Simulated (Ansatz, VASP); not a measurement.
BAs in VASP and in Ansatz

```xyz
2
Lattice="0.0000 2.3919 2.3919 2.3919 0.0000 2.3919 2.3919 2.3919 0.0000" Properties=species:S:1:pos:R:3 pbc="T T T"
B     0.0000    0.0000    0.0000
As    1.1959    1.1959    1.1959
```

Alike in both runs: functional r2SCAN; k mesh 15 × 15 × 15; occupations fermi-dirac, width 0.05 eV; no spin polarisation.

Ansatz relaxed the structure, and its values are those at the end. VASP's run is a single point on that final structure, the one shown.

```csv
,VASP,Ansatz
version,VASP 6.6.1,Ansatz 0.2.0
potentials or method,"VASP PAW PBE potentials, release 64 (B, As)","PAW with Ansatz's default frozen-core files, scalar-relativistic"
plane-wave cutoff (eV),520,500
valence electrons in the cell,8,18
```

Ansatz gave:

```
pressure (GPa) : 0.0
```

Task: Estimate VASP's values.

Result: Pressure (GPa): 0.3.

VASP's potentials were made for PBE, not for r2SCAN. VASP's potentials hold 8 valence electrons a cell and Ansatz's 18, so a difference there can come from the potentials and not from the codes.
